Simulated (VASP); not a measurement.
# CdTe (zincblende), GW calculation on PBE orbitals: Ansatz's output and VASP's

```
Cd Te
1.0
     0.00000    3.27996    3.27996
     3.27996    0.00000    3.27996
     3.27996    3.27996    0.00000
Cd Te
1 1
Direct
  0.00000 0.00000 0.00000
  0.25000 0.25000 0.25000
```

Ansatz printed

```
SCF 1 converged in 6 iterations: F = -15235.274316 eV  dr2 = 2.71e-9
  greatest PAW one-centre occupation: 1.000 electrons in one spin orbital (limit 2), on the Cd atom at site 0 (counted from 0), in its partial waves of l = 0
NSCF: frozen V_eff on 8 k-points
G₀W₀ screening: q 1/8
G₀W₀ screening: q 2/8 (q-point 5)
G₀W₀ screening: q 3/8 (q-point 6)
G₀W₀ screening: q 4/8 (q-point 2)
G₀W₀ screening: q 5/8 (q-point 4)
G₀W₀ screening: q 6/8 (q-point 8)
G₀W₀ screening: q 7/8 (q-point 3)
G₀W₀ screening: q 8/8 (q-point 7)
G₀W₀ self-energy: k 1/5
G₀W₀ self-energy: k 2/5
G₀W₀ self-energy: k 3/5
G₀W₀ self-energy: k 4/5
G₀W₀ self-energy: k 5/5
NSCF: frozen V_eff on 1 k-points
SCF converged after 6 iterations
Free energy (F): -15235.274316 eV
Harris-Foulkes:  -15235.274316 eV  (|F-HF|=7.60e-9)
Internal energy: -15235.274316 eV  (E = F + TS)
E sigma→0 (E₀):  -15235.274316 eV
Fermi energy:    6.982747 eV
--- Per-component energies (eV) ---
  E_band       = -803.924582
  E_kinetic    = 685.214268
  E_local      = -5499.079076  (includes V_loc(G=0)·N_el)
  E_nonlocal   = -276.639346
  E_hartree    = 2766.468667
  E_xc         = -300.772404
  E_vxc        = -325.424349  (∫ρ·V_xc dr)
  E_paw        = -8746.096710  (= ΣΔE_a)
  E_vpaw       = -920.935996  (= ΣTr[D̂ρ^β])
  E_aug_tail   = -0.000164  (compensation charges beyond the density's cutoff)
  E_ewald      = -3864.369552
  E_smearing   = -0.000000  (= −TS)
  E_closure    = 0.000000  (closes the sum)
  Σ components = -15235.274316   (vs F -15235.274316, Δ=0.00e0)
--- Band table (eV; the first three rows and the last of 8) ---
  k-point 0: bands = ["-95.0812", "-56.1441", "-56.1441", "-56.1441", "-28.9284", "-28.9284", "-28.9284", "-28.9216", "-28.9216", "-3.9840", "-1.2081", "-1.2081", "-1.2081", "-0.9753", "-0.9753", "6.9827", "6.9827", "6.9827", "7.6330", "11.6040", "11.6040", "11.6040"]
  k-point 1: bands = ["-95.0811", "-56.1441", "-56.1441", "-56.1441", "-28.9284", "-28.9283", "-28.9283", "-28.9215", "-28.9215", "-3.8007", "-1.1760", "-1.1760", "-1.0191", "-0.9755", "-0.9755", "4.3480", "6.5841", "6.5841", "8.9000", "12.1333", "12.1333", "12.2736"]
  k-point 2: bands = ["-95.0811", "-56.1441", "-56.1441", "-56.1441", "-28.9285", "-28.9282", "-28.9282", "-28.9214", "-28.9214", "-3.6210", "-1.1513", "-1.1513", "-0.9671", "-0.9671", "-0.6474", "2.7570", "6.2592", "6.2592", "8.7562", "12.1858", "12.1858", "14.0082"]
  k-point 7: bands = ["-95.0811", "-56.1441", "-56.1441", "-56.1441", "-28.9284", "-28.9283", "-28.9279", "-28.9215", "-28.9213", "-3.5122", "-1.0983", "-1.0920", "-1.0007", "-0.9743", "-0.4479", "2.9619", "4.8005", "4.9340", "11.1014", "11.6712", "12.4906", "13.3079"]
--- G₀W₀: contour deformation, 8 samples at zero and on the imaginary axis and 2 off it, 64 q-points, 210 empty bands' worth ---
  eigenvalues of the whole cell's RPA ε∞ on this k-mesh (on a slab, of 1 + 4πα/V) = 34.0927, 34.0927, 34.0927; static W/v taken at q = 0 is 0.029332
  bands read: the sum over 228 bands ends inside a degenerate multiplet in 1 slot, whose members it reads at an even weight; the widest, k=2: bands 228 to 229 (counted from 1) at 1/2 each
  gw.qp_kpoints: band_edges: 5 of 8 stored k-points solved, in 1 pass; an edge of the gap read off the rows below is read off those points alone
    valence top: of the k-points left out ik 5 came nearest to being solved in a further pass, in band 18 (counted from 1, as in the quasiparticle table): it holds the edge there only if its correction is more favourable than any solved in that band by at least 0.752 eV; those differ by 0.095 eV
    conduction bottom: of the k-points left out ik 4 came nearest to being solved in a further pass, in band 19 (counted from 1, as in the quasiparticle table): it holds the edge there only if its correction is more favourable than any solved in that band by at least 2.256 eV; those differ by 0.088 eV
    ik  band        ε_KS         Σx   Σc(E_QP)       V_xc       Z   E_QP_lin       E_QP  E_QP is
     0    17      6.9827   -17.6562     1.5273   -15.6264  0.7274     6.4576     6.4802  root
     0    18      6.9827   -17.6562     1.5273   -15.6264  0.7274     6.4576     6.4802  root
     0    19      7.6330    -9.3169    -3.8072   -13.1922  0.7506     7.7013     7.7011  root
     0    20     11.6040    -6.4528    -4.1749   -10.6693  0.7309    11.6458    11.6457  root
     1    17      6.5841   -17.0711     1.6198   -14.9215  0.7241     6.0271     6.0542  root
     1    18      6.5841   -17.0711     1.6198   -14.9215  0.7241     6.0271     6.0542  root
     1    19      8.9000    -8.7146    -3.8561   -12.6353  0.7442     8.9648     8.9645  root
     1    20     12.1333    -6.5651    -4.3069   -10.9216  0.7266    12.1831    12.1829  root
     2    17      6.2592   -16.7056     1.7305   -14.4227  0.7205     5.6754     5.7068  root
     2    18      6.2592   -16.7056     1.7305   -14.4227  0.7205     5.6754     5.7068  root
     2    19      8.7562    -8.2674    -3.8350   -12.1553  0.7471     8.8092     8.8090  root
     2    20     12.1858    -6.3283    -4.2326   -10.5775  0.7270    12.2024    12.2023  root
     3    17      5.9705   -16.2672     1.7869   -13.9167  0.7172     5.3726     5.4069  root
     3    18      5.9705   -16.2672     1.7869   -13.9167  0.7172     5.3726     5.4069  root
     3    19      9.8550    -9.2534    -3.9935   -13.3614  0.7347     9.9702     9.9695  root
     3    20     10.3351    -5.9936    -3.8326    -9.7191  0.7482    10.2288    10.2281  root
     6    17      5.2382   -15.5256     2.0605   -12.8673  0.7053     4.5954     4.6404  root
     6    18      5.2382   -15.5256     2.0605   -12.8673  0.7053     4.5954     4.6404  root
     6    19      9.6539    -8.0576    -3.8073   -11.8917  0.7426     9.6808     9.6808  root
     6    20      9.6628    -5.6948    -3.6126    -9.1403  0.7546     9.4971     9.4957  root
```

Datasets and cutoffs are each program's own. VASP's cell holds 26 valence electrons and Ansatz's 36. Both sum 210 empty bands with a screening cutoff of 120 eV, short of the basis and mesh limit, and the G₀W₀ gap is that of the linearised levels of the first step.

Task: What does VASP give for the same cell and level of theory?

Result: PBE gap on the mesh 0.64 eV; G₀W₀ gap on the mesh 1.66 eV.

From OUTCAR

```
k-points           NKPTS =      8   k-points in BZ     NKDIM =     64   number of bands    NBANDS=    223

   NELECT =      26.0000    total number of electrons

   dimension x,y,z NGX =    30 NGY =   30 NGZ =   30
   dimension x,y,z NGXF=    60 NGYF=   60 NGZF=   60

  energy-cutoff  :      400.00
  volume of cell :       70.57
      direct lattice vectors                 reciprocal lattice vectors
     0.000000000  3.279955118  3.279955118    -0.152441110  0.152441110  0.152441110
     3.279955118  0.000000000  3.279955118     0.152441110 -0.152441110  0.152441110
     3.279955118  3.279955118  0.000000000     0.152441110  0.152441110 -0.152441110

 k-points in reciprocal lattice and weights: KPOINTS created by Atomic Simulation Env
   0.00000000  0.00000000  0.00000000       0.016
   0.25000000  0.00000000  0.00000000       0.125
   0.50000000  0.00000000  0.00000000       0.062
   0.25000000  0.25000000  0.00000000       0.094
   0.50000000  0.25000000  0.00000000       0.375
  -0.25000000  0.25000000  0.00000000       0.188
   0.50000000  0.50000000  0.00000000       0.047
  -0.25000000  0.50000000  0.25000000       0.094

 QP shifts <psi_nk| G(iteration)W_0 |psi_nk>: iteration 1
 for sc-GW calculations column KS-energies equals QP-energies in previous step
 and V_xc(KS)=  KS-energies - (<T + V_ion + V_H > + <T+V_H+V_ion>^1  + <V_x>^1)

 k-point   1 :       0.0000    0.0000    0.0000
  band No.  KS-energies  QP-energies   sigma(KS)   V_xc(KS)     V^pw_x(r,r')   Z            occupation Imag(sigma)

      1     -98.9247    -104.1290     -39.8993     -32.0193     -55.4385       0.6604       2.0000       3.1868
      2     -60.0031     -63.6101     -36.0352     -30.9936     -48.9323       0.7155       2.0000       3.6465
      3     -60.0031     -63.6101     -36.0352     -30.9936     -48.9323       0.7155       2.0000       3.6465
      4     -60.0031     -63.6101     -36.0352     -30.9936     -48.9323       0.7155       2.0000       3.6465
      5      -7.8288      -8.8071     -12.3753     -11.0300     -17.3179       0.7272       2.0000       1.6626
      6      -5.0597      -6.5307     -26.5929     -24.5595     -32.2390       0.7234       2.0000       0.7787
      7      -5.0597      -6.5307     -26.5929     -24.5595     -32.2390       0.7234       2.0000       0.7787
      8      -5.0597      -6.5307     -26.5929     -24.5595     -32.2390       0.7234       2.0000       0.7787
      9      -4.8271      -6.3114     -27.3328     -25.2923     -32.9655       0.7274       2.0000       0.7150
     10      -4.8271      -6.3114     -27.3328     -25.2923     -32.9655       0.7274       2.0000       0.7150
     11       3.1380       2.4430     -13.0031     -12.1100     -14.1306       0.7781       2.0000       0.3013
     12       3.1380       2.4430     -13.0031     -12.1100     -14.1306       0.7781       2.0000       0.3013
     13       3.1380       2.4430     -13.0031     -12.1100     -14.1306       0.7781       2.0000       0.3013
     14       3.7792       4.1075     -10.0911     -10.5007      -6.6598       0.8015       0.0000      -0.2980
     15       7.7617       8.0509      -9.0621      -9.4262      -5.2011       0.7944       0.0000      -0.4367
     16       7.7617       8.0509      -9.0621      -9.4262      -5.2011       0.7944       0.0000      -0.4367
     17       7.7617       8.0509      -9.0621      -9.4262      -5.2011       0.7944       0.0000      -0.4367
     18      10.5351      10.7452      -7.6133      -7.8748      -3.0658       0.8034       0.0000      -0.6370
     19      12.5170      12.9373      -8.9974      -9.5256      -4.6152       0.7959       0.0000      -0.6590
     20      12.5170      12.9373      -8.9974      -9.5256      -4.6152       0.7959       0.0000      -0.6590
     21      13.1880      13.3318      -6.7912      -6.9695      -2.2106       0.8066       0.0000      -0.7902

 ...
```

VASP's potentials hold 26 valence electrons a cell and Ansatz's 36, so a difference between the two programs can come from the potentials and not from the codes.
